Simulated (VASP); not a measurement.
# MgAl18 in VASP: further runs

The runs below take MgAl18 through single point, with PBE.

All numbers are computed with VASP 6.6.1; they aren't measurements. Logs are shortened: lines on timing, memory, paths and dates and some standing lists are left out, and cuts for length are marked.

### Step 1. The cell of the first run

The cell holds a slab with vacuum, 19 atoms: a = 5.728 Å, b = 8.591 Å, c = 17.677 Å, α = 90.00°, β = 90.00°, γ = 60.00°.

### Step 2. Single point, PBE

Input file INCAR:

```
SYSTEM = MgAl18
ALGO = Normal ; EDIFF = 1E-6
ENCUT = 520 ; GGA = PE
ISIF = 2 ; ISMEAR = -1
LASPH = .TRUE. ; LCHARG = .FALSE.
LREAL = Auto ; LWAVE = .FALSE.
NBANDS = 43 ; NELM = 60
PREC = Accurate ; SIGMA = 0.15
```

Input file KPOINTS:

```
k-points
0
G
  3 2 1
  0 0 0
```

Input file POSCAR:

```
MgAl18
1.0
    5.7275650000      0.0000000000      0.0000000000
    4.2956740000      7.4403250000      0.0000000000
    0.0000000000      0.0000000000     17.6765370000
Al Mg
18 1
Direct
    0.1666665958      0.1111111410      0.0565721668
    0.6666666831      0.1111111410      0.0565721668
    0.1666667458      0.4444444295      0.0565721668
    0.6666666585      0.4444444295      0.0565721668
    0.1666666204      0.7777778524      0.0565721668
    0.6666667077      0.7777778524      0.0565721668
   -0.1661435754      0.2220392254      0.1906875764
    0.3335428347      0.2208144133      0.1912259737
   -0.1670711193      0.5556156485      0.1897041259
    0.3333987005      0.5547565463      0.1879441658
   -0.1680354229      0.8909844664      0.1903338872
    0.3322881023      0.8901460622      0.1900975287
    0.0013495089      0.0003702795      0.3253673500
    0.4991658563      0.0002651766      0.3268425823
   -0.0023784659      0.3361597780      0.3272905208
    0.5035067144      0.3286512350      0.3239213088
    0.0108889291      0.6640457238      0.3198100397
    0.4917574983      0.6627069382      0.3187460870
    0.7056380407      0.7178627278      0.4539364809
```

Potentials or basis: VASP PAW PBE potentials, release 64 (Al, Mg).

Run with:

```console
$ cat potpaw_PBE.64/Al/POTCAR potpaw_PBE.64/Mg/POTCAR > POTCAR
$ mpirun -np 1 vasp_std > vasp.out
```

OUTCAR:

```text
SYSTEM = MgAl18
   EDIFF = 1E-6
   ENCUT = 520
   GGA = PE
   ISIF = 2
   ISMEAR = -1
   LASPH = .TRUE.
   LREAL = Auto
   NELM = 60
   PREC = Accurate

 ion  position               nearest neighbor table
   1  0.167  0.111  0.057-   2 2.86   4 2.86   5 2.86   3 2.86   6 2.86   2 2.86  12 2.88   7 2.89
                             8 2.89
   2  0.667  0.111  0.057-   1 2.86   4 2.86   3 2.86   5 2.86   6 2.86   1 2.86  11 2.88   7 2.89
                             8 2.90
   3  0.167  0.444  0.057-  10 2.85   4 2.86   2 2.86   1 2.86   5 2.86   6 2.86   4 2.86   9 2.88
                             8 2.90
   4  0.667  0.444  0.057-  10 2.85   3 2.86   2 2.86   1 2.86   5 2.86   3 2.86   6 2.86   9 2.88
                             7 2.89
   5  0.167  0.778  0.057-  10 2.85   6 2.86   2 2.86   1 2.86   3 2.86   4 2.86   6 2.86  12 2.88
                            11 2.89
   6  0.667  0.778  0.057-   5 2.86   2 2.86   1 2.86   3 2.86   5 2.86   4 2.86   9 2.88  12 2.88
                            11 2.89
   7  0.834  0.222  0.191-  11 2.85  12 2.85   8 2.86  10 2.86   9 2.86  16 2.87   8 2.87   1 2.89
                             2 2.89   4 2.89  13 2.90  15 2.93
   8  0.334  0.221  0.191-  11 2.84  12 2.84   7 2.86  16 2.87  10 2.87   7 2.87   9 2.87   1 2.89
                             2 2.90   3 2.90  14 2.91  15 2.93
   9  0.833  0.556  0.190-  18 2.84  17 2.85  10 2.86   7 2.86  10 2.86  12 2.87   8 2.87   4 2.88
[... 4 lines left out ...]
                             5 2.89   6 2.89  13 2.90  14 2.92
  12  0.332  0.890  0.190-  18 2.84   8 2.84   7 2.85  11 2.86  11 2.87   9 2.87   1 2.88  10 2.88
                             5 2.88   6 2.88  13 2.90  14 2.92
  13  0.001  0.000  0.325-  16 2.84  14 2.85  18 2.86  17 2.86  15 2.87  14 2.88   7 2.90  12 2.90
                            11 2.90
  14  0.499  0.000  0.327-  16 2.83  13 2.85  13 2.88  15 2.88   8 2.91  17 2.91  11 2.92  12 2.92
                            18 2.93  19 3.08
  15  0.998  0.336  0.327-  18 2.86  17 2.86  16 2.86  16 2.87  13 2.87  14 2.88   8 2.93   9 2.93
                             7 2.93
  16  0.504  0.329  0.324-  14 2.83  13 2.84  18 2.84  17 2.85  15 2.86   8 2.87  15 2.87   7 2.87
                            10 2.93
  17  0.011  0.664  0.320-  18 2.75  10 2.83  19 2.84  11 2.84  16 2.85   9 2.85  15 2.86  13 2.86
                            14 2.91  18 2.98
  18  0.492  0.663  0.319-  17 2.75  10 2.81  19 2.83  12 2.84  16 2.84   9 2.84  15 2.86  13 2.86
                            14 2.93  17 2.98
  19  0.706  0.718  0.454-  18 2.83  17 2.84  14 3.08

  LATTYP: Found a simple monoclinic cell.
 ALAT       =     5.7275650000
 B/A-ratio  =     3.0862219809
 C/A-ratio  =     1.3228756151
 COS(beta)  =    -0.1889822093

  Lattice vectors:

 A1 = (   5.7275650000,   0.0000000000,   0.0000000000)
 A2 = (   0.0000000000,   0.0000000000, -17.6765370000)
 A3 = (  -1.4318910000,   7.4403250000,   0.0000000000)

Analysis of symmetry for initial positions (statically):
=====================================================================
 Subroutine PRICEL returns:
 Original cell was already a primitive cell.

 Routine SETGRP: Setting up the symmetry group for a
 simple monoclinic supercell.

 Subroutine GETGRP returns: Found  1 space group operations
 (whereof  1 operations were pure point group operations)
 out of a pool of  4 trial point group operations.

The static configuration has the point symmetry C_1 .

Analysis of symmetry for dynamics (positions and initial velocities):
=====================================================================
 Subroutine PRICEL returns:
 Original cell was already a primitive cell.

 Routine SETGRP: Setting up the symmetry group for a
 simple monoclinic supercell.

 Subroutine GETGRP returns: Found  1 space group operations
 (whereof  1 operations were pure point group operations)
 out of a pool of  4 trial point group operations.

The dynamic configuration has the point symmetry C_1 .

 Subroutine INISYM returns: Found  1 space group operations
 (whereof  1 operations are pure point group operations),
 and found     1 'primitive' translations

----------------------------------------------------------------------------------------

                                     Primitive cell

  volume of cell :     753.2847

  direct lattice vectors                    reciprocal lattice vectors
     5.727565000  0.000000000  0.000000000     0.174594265 -0.100802054  0.000000000
[... 79 lines left out ...]
|     Your reciprocal lattice and k-lattice belong to different lattice       |
|     classes:                                                                |
|                                                                             |
|        The reciprocal lattice is simple monoclinic,                         |
|        whereas your k-lattice is hexagonal.                                 |
|                                                                             |
|     Results are often still useful ...                                      |
|                                                                             |
 -----------------------------------------------------------------------------

 Subroutine IBZKPT returns following result:
 ===========================================

 Found      4 irreducible k-points:

 Following reciprocal coordinates:
            Coordinates               Weight
  0.000000  0.000000  0.000000      1.000000
  0.333333  0.000000  0.000000      2.000000
  0.000000  0.500000  0.000000      1.000000
  0.333333  0.500000  0.000000      2.000000
   k-points           NKPTS =      4   k-points in BZ     NKDIM =      4   number of bands    NBANDS=     43
   number of dos      NEDOS =    301   number of ions     NIONS =     19
   total plane-waves  NPLWV = 430080
   dimension x,y,z NGX =    48 NGY =   64 NGZ =  140
   dimension x,y,z NGXF=    96 NGYF=  128 NGZF=  280
   ions per type =              18   1
   NGX,Y,Z   is equivalent  to a cutoff of  13.93, 12.38, 13.17 a.u.
   NGXF,Y,Z  is equivalent  to a cutoff of  27.86, 24.77, 26.33 a.u.
 SYSTEM =  MgAl18
   PREC   = accura    normal or accurate (medium, high low for compatibility)
   ISTART =      0    job   : 0-new  1-cont  2-samecut
   ICHARG =      2    charge: 1-file 2-atom 10-const
   ISPIN  =      1    spin polarized calculation?
   LNONCOLLINEAR =      F non collinear calculations
   LSORBIT =      F    spin-orbit coupling
   LASPH  =      T    aspherical Exc in radial PAW
   ENCUT  =  520.0 eV  38.22 Ry    6.18 a.u.  10.65 15.97 32.87*2*pi/ulx,y,z
   NELM   =     60;   NELMIN=  2; NELMDL= -5     # of ELM steps
   EDIFF  = 0.1E-05   stopping-criterion for ELM
   LREAL  =      T    real-space projection
   EDIFFG = 0.1E-04   stopping-criterion for IOM
   NSW    =      0    number of steps for IOM
   IBRION =     -1    ionic relax: 0-MD 1-quasi-New 2-CG
   NFREE  =      0    steps in history (QN), initial steepest desc. (CG)
   ISIF   =      2    stress and relaxation
   ISYM   =      2    0-nonsym 1-usesym 2-fastsym
   POTIM  = 0.5000    time-step for ionic-motion
   TEBEG  =    0.0;   TEEND  =   0.0 temperature during run
   PSTRESS=    0.0 pullay stress
   NELECT =      56.0000    total number of electrons
   NUPDOWN=      -1.0000    fix difference up-down
   EMIN   =  10.00;   EMAX   =-10.00  energy-range for DOS
   EFERMI =   0.00;   METHOD = LEGACY
   ISMEAR =    -1;   SIGMA  =   0.15  broadening in eV -4-tet -1-fermi 0-gaus
   EFERMI_NEDOS =   21; number of points for ismear=-14 and -15
   IALGO  =     38    algorithm
   IMIX   =      4    mixing-type and parameters
     AMIX     =   0.40;   BMIX     =  1.00
     AMIX_MAG =   1.60;   BMIX_MAG =  1.00
  volume/ion in A,a.u.               =      39.65       267.55
  Fermi-wavevector in a.u.,A,eV,Ry     =   0.688363  1.300818  6.447042  0.473844
  Thomas-Fermi vector in A             =   1.769142
   LORBIT       =      0    0 simple, 1 ext, 2 COOP (PROOUT), +10 PAW based schemes
   GGA     = PE    functional components
   LHFCALC =     F    Hartree Fock is set to
   AEXX    =    0.0000 exact exchange contribution
   IVDW    =     0    specifies the selected vdW correction
   LEPSILON=     F    determine dielectric tensor
   LRPA    =     F    only Hartree local field effects (RPA)
 non-spin polarized calculation
  energy-cutoff  :      520.00
  volume of cell :      753.28
 maximum number of plane-waves:     20332
 NGX is ok and might be reduce to    42
   NGX = 21   NGY = 31   NGZ = 65

 number of electron      56.0000000 magnetization

 Free energy of the ion-electron system (eV)
  ---------------------------------------------------
  ext. energy  EPLUGINS =         0.00000000
  ---------------------------------------------------
  free energy    TOTEN  =       -64.79433315 eV

  energy without entropy =      -63.97216832  energy(sigma->0) =      -64.38325074

 E-fermi :   0.9482     XC(G=0):  -5.4709

 val. band max:        0.9183527115   @ k =   0.3333   0.0000   0.0000
 cond. band min:       1.0601450130   @ k =   0.0000   0.0000   0.0000
 fundamental gap:      0.1417923015
 Fermi energy:         0.9481529486

 k-point     1 :       0.0000    0.0000    0.0000
  band No.  band energies     occupation
      1      -9.3227      2.00000
      2      -7.6651      2.00000
      3      -6.7042      2.00000
      4      -6.6546      2.00000
      5      -5.2298      2.00000
      6      -5.0549      2.00000
[... 161 lines left out ...]
     39       3.3632      0.00000
     40       3.4102      0.00000
 [bands above 40 left out]

------------------------ aborting loop because EDIFF is reached ----------------------------------------

  FORCE on cell =-STRESS in cart. coord.  units (eV):
  Direction    XX          YY          ZZ          XY          YZ          ZX
  --------------------------------------------------------------------------------------
  -------------------------------------------------------------------------------------
  Total       -6.2863835     -7.2462637     -0.1028947     -0.0042636      0.0876226      0.0321906
  in kB      -13.3706442    -15.4122342     -0.2188490     -0.0090684      0.1863664      0.0684669
  external PRESSURE =      -9.6672425 kB  Pullay stress =       0.0000000 kB

 VOLUME and BASIS-vectors are now :
 -----------------------------------------------------------------------------
  energy-cutoff  :      520.00
  volume of cell :      753.28
      direct lattice vectors                 reciprocal lattice vectors
     5.727565000  0.000000000  0.000000000     0.174594265 -0.100802054  0.000000000
     4.295674000  7.440325000  0.000000000     0.000000000  0.134402731  0.000000000
     0.000000000  0.000000000 17.676537000     0.000000000  0.000000000  0.056572167

 POSITION                                       TOTAL-FORCE (eV/Angst)
 -----------------------------------------------------------------------------------
      1.43189      0.82670      1.00000        -0.015081      0.000018      0.024739
      4.29567      0.82670      1.00000         0.014131     -0.023954      0.042087
      2.86378      3.30681      1.00000        -0.032972      0.009980     -0.030341
      5.72757      3.30681      1.00000         0.030294     -0.013861     -0.017424
      4.29567      5.78692      1.00000        -0.026340      0.026855     -0.048860
      7.15946      5.78692      1.00000         0.024107      0.001773      0.026720
[... 11 lines left out ...]
      5.66335      4.93075      5.63433         0.010452     -0.008627      0.027083
      7.12529      5.34113      8.02403         0.003277      0.025692     -0.010552
 -----------------------------------------------------------------------------------
    total drift:                               -0.000771      0.002900     -0.010124

  FREE ENERGIE OF THE ION-ELECTRON SYSTEM (eV)
  ---------------------------------------------------
  free  energy   TOTEN  =       -64.7943331473 eV

  energy  without entropy=      -63.9721683233  energy(sigma->0) =      -64.38325074
```

Wall time 6.2 min (1 thread of Intel Xeon Platinum 8259CL at 2.50GHz (Skylake/Cascade Lake), shared host); peak memory 0.8 GiB.

Results:

- Free energy: -64.7943 eV
- Largest force: 0.062 eV/Å
- Band gap on the k mesh: zero (band 28 reaches 0.92 eV, above the bottom of band 29 at 0.78 eV)

Forces on the atoms (eV/Å):
```
Al  -0.015  0.000  0.025
Al   0.014 -0.024  0.042
Al  -0.033  0.010 -0.030
Al   0.030 -0.014 -0.017
Al  -0.026  0.027 -0.049
Al   0.024  0.002  0.027
Al  -0.001 -0.001  0.003
Al  -0.002 -0.001  0.001
Al   0.001  0.000  0.006
Al   0.004 -0.004  0.004
Al  -0.003 -0.002  0.002
Al   0.003 -0.004  0.010
Al   0.000 -0.005  0.003
Al  -0.005  0.014 -0.015
Al  -0.003 -0.004 -0.018
Al   0.001  0.003 -0.005
Al  -0.005 -0.016 -0.005
Al   0.010 -0.009  0.027
Mg   0.003  0.026 -0.011
```

Caveat: the k points lie up to 0.42 Å⁻¹ apart.

(Continued in part 2 of 2.)
